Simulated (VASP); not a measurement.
# MnO (Fm-3m) in VASP: single point with r2SCAN

Aim: the single point of MnO with r2SCAN.

Everything below comes from runs of VASP 6.6.1. Logs are shortened: lines on timing, memory, paths and dates and some standing lists are left out, and cuts for length are marked.

### Step 1. The cell of the first run

Symmetry: Fm-3m, No. 225, cubic system. Conventional cell: a = 4.408 Å, b = 4.408 Å, c = 4.408 Å, α = 90.00°, β = 90.00°, γ = 90.00°. Within 2.9 Å of Mn (site symmetry m-3m) lie 6 O at 2.20 Å. Within 2.9 Å of O (site symmetry m-3m) lie 6 Mn at 2.20 Å.

### Step 2. Single point, r2SCAN, collinear spin, ferromagnetic start

POSCAR

```
MnO
1.0
    0.0000000000      2.2040000000      2.2040000000
    2.2040000000      0.0000000000      2.2040000000
    4.4080000000      4.4080000000      0.0000000000
Mn O
2 2
Direct
    0.0000000000      0.0000000000      0.0000000000
    0.0000000000      0.0000000000      0.5000000000
    0.5000000000      0.5000000000      0.2500000000
    0.5000000000      0.5000000000      0.7500000000
```

INCAR.step1

```
SYSTEM = MnO
PREC = Accurate
ENCUT = 520
ISMEAR = -1
SIGMA = 0.05
LREAL = .FALSE.
LASPH = .TRUE.
NELM = 150
ISPIN = 2
MAGMOM = 4.5 4.5 0 0
LMAXMIX = 4
NBANDS = 31
GGA = PE
ALGO = Normal
EDIFF = 1E-4
LWAVE = .TRUE.
LCHARG = .FALSE.
```

INCAR.step2

```
SYSTEM = MnO
PREC = Accurate
ENCUT = 520
EDIFF = 1E-7
ISMEAR = -1
SIGMA = 0.05
LREAL = .FALSE.
LASPH = .TRUE.
NELM = 150
ALGO = Normal
ISIF = 2
LWAVE = .FALSE.
LCHARG = .FALSE.
ISPIN = 2
MAGMOM = 4.5 4.5 0 0
LORBIT = 11
LMAXMIX = 4
METAGGA = R2SCAN
LMIXTAU = .TRUE.
NBANDS = 31
ISTART = 1
```

KPOINTS

```
Automatic mesh
0
G
  8 8 4
  0 0 0
```

Potentials or basis: VASP PAW PBE potentials, release 64 (Mn_pv, O).

The run is started by

```sh
$ cat potpaw_PBE.64/Mn_pv/POTCAR potpaw_PBE.64/O/POTCAR > POTCAR
$ cp INCAR.step1 INCAR
$ mpirun -np 1 vasp_std > vasp.out
$ cp INCAR.step2 INCAR
$ mpirun -np 1 vasp_std > vasp.out
```

OUTCAR:

```text
SYSTEM = MnO
   PREC = Accurate
   ENCUT = 520
   EDIFF = 1E-7
   ISMEAR = -1
   LREAL = .FALSE.
   LASPH = .TRUE.
   NELM = 150
   ISIF = 2
   ISPIN = 2
   LORBIT = 11
   METAGGA = R2SCAN
   ISTART = 1

 ion  position               nearest neighbor table
   1  0.000  0.000  0.000-   4 2.20   3 2.20   4 2.20   3 2.20   4 2.20   3 2.20   2 3.12   2 3.12
                             2 3.12   2 3.12   2 3.12   2 3.12
   2  0.000  0.000  0.500-   3 2.20   3 2.20   4 2.20   3 2.20   4 2.20   4 2.20   1 3.12   1 3.12
                             1 3.12   1 3.12   1 3.12   1 3.12
   3  0.500  0.500  0.250-   1 2.20   1 2.20   2 2.20   1 2.20   2 2.20   2 2.20
   4  0.500  0.500  0.750-   2 2.20   1 2.20   2 2.20   1 2.20   2 2.20   1 2.20

  LATTYP: Found a trigonal (rhomboedric) cell.
 ALAT       =     5.3986753931
 COS(alpha) =     0.8333333333

  Lattice vectors:

 A1 = (   4.4080000000,   2.2040000000,  -2.2040000000)
 A2 = (   2.2040000000,   2.2040000000,  -4.4080000000)
 A3 = (   2.2040000000,   4.4080000000,  -2.2040000000)

Analysis of symmetry for initial positions (statically):
=====================================================================
 Subroutine PRICEL returns following result:

  LATTYP: Found a face centered cubic cell.
 ALAT       =     4.4080000000
[... 12 lines left out ...]
 Subroutine GETGRP returns: Found 12 space group operations
 (whereof 12 operations were pure point group operations)
 out of a pool of 12 trial point group operations.

The static configuration has the point symmetry D_3d.

Analysis of symmetry for dynamics (positions and initial velocities):
=====================================================================
 Subroutine PRICEL returns following result:

  LATTYP: Found a face centered cubic cell.
 ALAT       =     4.4080000000
[... 12 lines left out ...]
 Subroutine GETGRP returns: Found 12 space group operations
 (whereof 12 operations were pure point group operations)
 out of a pool of 12 trial point group operations.

The dynamic configuration has the point symmetry D_3d.

Analysis of structural, dynamic, and magnetic symmetry:
=====================================================================
 Subroutine PRICEL returns following result:

  LATTYP: Found a face centered cubic cell.
 ALAT       =     4.4080000000
[... 12 lines left out ...]
 Subroutine GETGRP returns: Found 12 space group operations
 (whereof 12 operations were pure point group operations)
 out of a pool of 12 trial point group operations.

The overall configuration has the point symmetry D_3d.

 Subroutine INISYM returns: Found 12 space group operations
 (whereof 12 operations are pure point group operations),
 and found     2 'primitive' translations

----------------------------------------------------------------------------------------

                                     Primitive cell

  volume of cell :      21.4124

  direct lattice vectors                    reciprocal lattice vectors
     0.000000000  2.204000000  2.204000000    -0.226860254  0.226860254  0.226860254
     2.204000000  0.000000000  2.204000000     0.226860254 -0.226860254  0.226860254
     2.204000000  2.204000000  0.000000000     0.226860254  0.226860254 -0.226860254

  length of vectors
     3.116926691  3.116926691  3.116926691     0.392933486  0.392933486  0.392933486

  position of ions in fractional coordinates (direct lattice)
     0.000000000  0.000000000  0.000000000
     0.500000000  0.500000000  0.500000000

  ion indices of the primitive-cell ions
   primitive index   ion index
                 1           1
                 2           3

----------------------------------------------------------------------------------------

 KPOINTS: Automatic mesh

Automatic generation of k-mesh.
 Grid dimensions read from file:
 generate k-points for:    8    8    4

 Generating k-lattice:

  Cartesian coordinates                     Fractional coordinates (reciprocal lattice)
    -0.028357532  0.028357532  0.028357532     0.125000000  0.000000000  0.000000000
     0.028357532 -0.028357532  0.028357532     0.000000000  0.125000000  0.000000000
     0.028357532  0.028357532 -0.028357532     0.000000000  0.000000000  0.250000000

  Length of vectors
     0.049116686  0.049116686  0.049116686

[... 21 lines left out ...]

 Subroutine IBZKPT returns following result:
 ===========================================

 Found     35 irreducible k-points:

 Following reciprocal coordinates:
            Coordinates               Weight
  0.000000  0.000000  0.000000      1.000000
  0.125000  0.000000  0.000000      6.000000
  0.250000  0.000000  0.000000      6.000000
  0.375000  0.000000  0.000000      6.000000
  0.500000  0.000000  0.000000      3.000000
  0.125000  0.125000  0.000000      6.000000
[... 16 lines left out ...]
  0.500000  0.000000  0.250000      6.000000
 -0.250000  0.000000  0.250000      6.000000
 [... further k-points ...]
   k-points           NKPTS =     35   k-points in BZ     NKDIM =     35   number of bands    NBANDS=     31
   number of dos      NEDOS =    301   number of ions     NIONS =      4
   total plane-waves  NPLWV =  27648
   dimension x,y,z NGX =    24 NGY =   24 NGZ =   48
   dimension x,y,z NGXF=    48 NGYF=   48 NGZF=   96
   ions per type =               2   2
   NGX,Y,Z   is equivalent  to a cutoff of  12.80, 12.80, 12.80 a.u.
   NGXF,Y,Z  is equivalent  to a cutoff of  25.60, 25.60, 25.60 a.u.
 SYSTEM =  MnO
   PREC   = accura    normal or accurate (medium, high low for compatibility)
   ISTART =      1    job   : 0-new  1-cont  2-samecut
   ICHARG =      0    charge: 1-file 2-atom 10-const
   ISPIN  =      2    spin polarized calculation?
   LNONCOLLINEAR =      F non collinear calculations
   LSORBIT =      F    spin-orbit coupling
   LASPH  =      T    aspherical Exc in radial PAW
   ENCUT  =  520.0 eV  38.22 Ry    6.18 a.u.   5.80  5.80 11.59*2*pi/ulx,y,z
   NELM   =    150;   NELMIN=  2; NELMDL=  0     # of ELM steps
   EDIFF  = 0.1E-06   stopping-criterion for ELM
   LREAL  =      F    real-space projection
   EDIFFG = 0.1E-05   stopping-criterion for IOM
   NSW    =      0    number of steps for IOM
   IBRION =     -1    ionic relax: 0-MD 1-quasi-New 2-CG
   NFREE  =      0    steps in history (QN), initial steepest desc. (CG)
   ISIF   =      2    stress and relaxation
   ISYM   =      2    0-nonsym 1-usesym 2-fastsym
   POTIM  = 0.5000    time-step for ionic-motion
   TEBEG  =    0.0;   TEEND  =   0.0 temperature during run
   PSTRESS=    0.0 pullay stress
   NELECT =      38.0000    total number of electrons
   NUPDOWN=      -1.0000    fix difference up-down
   EMIN   =  10.00;   EMAX   =-10.00  energy-range for DOS
   EFERMI =   0.00;   METHOD = LEGACY
   ISMEAR =    -1;   SIGMA  =   0.05  broadening in eV -4-tet -1-fermi 0-gaus
   EFERMI_NEDOS =   21; number of points for ismear=-14 and -15
   IALGO  =     38    algorithm
   IMIX   =      4    mixing-type and parameters
     AMIX     =   0.40;   BMIX     =  1.00
     AMIX_MAG =   1.60;   BMIX_MAG =  1.00
  volume/ion in A,a.u.               =      10.71        72.25
  Fermi-wavevector in a.u.,A,eV,Ry     =   1.573154  2.972829 33.671862  2.474812
  Thomas-Fermi vector in A             =   2.674481
   LORBIT       =     11    0 simple, 1 ext, 2 COOP (PROOUT), +10 PAW based schemes
   METAGGA = R2SCAN    functional components
   LHFCALC =     F    Hartree Fock is set to
   AEXX    =    0.0000 exact exchange contribution
   IVDW    =     0    specifies the selected vdW correction
   LEPSILON=     F    determine dielectric tensor
   LRPA    =     F    only Hartree local field effects (RPA)
 spin polarized calculation
  energy-cutoff  :      520.00
  volume of cell :       42.82
 maximum number of plane-waves:      1169
   NGX = 11   NGY = 11   NGZ = 23

 number of electron      37.9999995 magnetization       9.9751280

 Free energy of the ion-electron system (eV)
  ---------------------------------------------------
  ext. energy  EPLUGINS =         0.00000000
  ---------------------------------------------------
  free energy    TOTEN  =       -48.95327636 eV

  energy without entropy =      -48.95008759  energy(sigma->0) =      -48.95168197

 E-fermi :   7.7920     XC(G=0): -12.6914

 val. band max:        7.7142235384   @ k =   0.0000   0.0000   0.0000
 cond. band min:       7.9149112232   @ k =   0.3750   0.3750   0.0000
 fundamental gap:      0.2006876848
 Fermi energy:         7.7920323436

 spin component 1

 k-point     1 :       0.0000    0.0000    0.0000
  band No.  band energies     occupation
      1     -44.9725      1.00000
      2     -44.9133      1.00000
      3     -44.9132      1.00000
      4     -44.9047      1.00000
      5     -44.9047      1.00000
      6     -44.9046      1.00000
[... 805 lines left out ...]
     30      20.0974      0.00000
     31      22.0950      0.00000

 [... further k-points ...]

 spin component 2

 k-point     1 :       0.0000    0.0000    0.0000
  band No.  band energies     occupation
      1     -38.6411      1.00000
      2     -38.5549      1.00000
      3     -38.5547      1.00000
      4     -38.5443      1.00000
      5     -38.5443      1.00000
      6     -38.5441      1.00000
[... 805 lines left out ...]
     30      22.1537      0.00000
     31      23.9687      0.00000

 [... further k-points ...]
[... 5 lines left out ...]
  --------------------------------------------------------------------------------------
  -------------------------------------------------------------------------------------
  Total        1.3516697      1.3516697      1.3516697      0.0003754     -0.0003754     -0.0003754
  in kB       50.5692377     50.5692377     50.5692377      0.0140450     -0.0140450     -0.0140450
  external PRESSURE =      50.5692377 kB  Pullay stress =       0.0000000 kB

 VOLUME and BASIS-vectors are now :
 -----------------------------------------------------------------------------
  energy-cutoff  :      520.00
  volume of cell :       42.82
      direct lattice vectors                 reciprocal lattice vectors
     0.000000000  2.204000000  2.204000000    -0.226860254  0.226860254  0.226860254
     2.204000000  0.000000000  2.204000000     0.226860254 -0.226860254  0.226860254
     4.408000000  4.408000000  0.000000000     0.113430127  0.113430127 -0.113430127

 POSITION                                       TOTAL-FORCE (eV/Angst)
 -----------------------------------------------------------------------------------
      0.00000      0.00000      0.00000        -0.000000      0.000000     -0.000000
      2.20400      2.20400      0.00000        -0.000000     -0.000000      0.000000
      2.20400      2.20400      2.20400        -0.000000      0.000000     -0.000000
      4.40800      4.40800      2.20400         0.000000     -0.000000      0.000000
 -----------------------------------------------------------------------------------
    total drift:                                0.000000     -0.000000     -0.000000

  FREE ENERGIE OF THE ION-ELECTRON SYSTEM (eV)
  ---------------------------------------------------
  free  energy   TOTEN  =       -48.9532763580 eV

  energy  without entropy=      -48.9500875869  energy(sigma->0) =      -48.95168197

 total charge

# of ion       s       p       d       tot
------------------------------------------
    1        0.213   6.180   4.975  11.369
    2        0.213   6.180   4.975  11.369
    3        1.560   3.482   0.000   5.042
    4        1.560   3.482   0.000   5.042
--------------------------------------------------
tot          3.546  19.325   9.950  32.822

 magnetization (x)

# of ion       s       p       d       tot
------------------------------------------
    1        0.028   0.023   4.478   4.529
    2        0.028   0.023   4.478   4.529
    3        0.033   0.206   0.000   0.239
    4        0.033   0.206   0.000   0.239
--------------------------------------------------
tot          0.122   0.457   8.957   9.536
```

Wall time 4.3 min (1 thread of Intel Xeon Platinum 8375C at 2.90GHz (Ice Lake), shared host); peak memory 0.23 GiB.

What came out:

- Free energy: -48.9533 eV
- Pressure: 5.1 GPa
- Band gap on the k mesh: zero (filled and empty bands overlap)
- Net moment: 9.98 μB per cell
- Site moments: Mn +4.53; O +0.24 μB
- Valence electrons inside the program's atomic spheres: Mn 11.37; O 5.04

Levels at points of the mesh, in eV from the Fermi level:
Spin up:
| k point | band 20 | band 21 | band 22 | band 23 | band 24 | band 25 | band 26 | band 27 | band 28 | band 29 |
| --- | --- | --- | --- | --- | --- | --- | --- | --- | --- | --- |
| (0.00, 0.00, 0.00) | -2.83 | -2.83 | -2.31 | -0.13 | -0.08 | -0.08 | 3.97 | 8.47 | 12.65 | 12.65 |
| (0.50, 0.00, 0.00) | -2.56 | -2.39 | -2.31 | -0.08 | -0.08 | 3.97 | 5.59 | 8.47 | 8.57 | 10.92 |
| (0.00, 0.00, 0.50) | -2.97 | -1.22 | -1.22 | -1.22 | -1.22 | 2.57 | 2.57 | 10.55 | 10.55 | 14.84 |
| (0.50, 0.00, 0.50) | -2.43 | -1.43 | -1.43 | -1.29 | -1.29 | 6.07 | 6.07 | 8.48 | 8.48 | 10.12 |
Spin down:
```tsv
k point	band 12	band 13	band 14	band 15	band 16	band 17
(0.00, 0.00, 0.00)	-3.51	-3.51	-3.51	1.65	1.70	1.70
(0.50, 0.00, 0.00)	-5.02	-4.57	-4.57	-0.11	3.01	3.09
(0.00, 0.00, 0.50)	-4.37	-4.37	-4.37	2.03	2.03	2.38
(0.50, 0.00, 0.50)	-5.45	-4.81	-4.81	1.44	1.44	3.28
```

Caveat: the PAW data sets were made with another functional, which shifts forces and pressure a little; semilocal functionals often make such compounds metallic where correlation or magnetic order opens a gap, which also shifts bond lengths; only a ferromagnetic start was run, and an antiferromagnetic order may lie lower in energy.
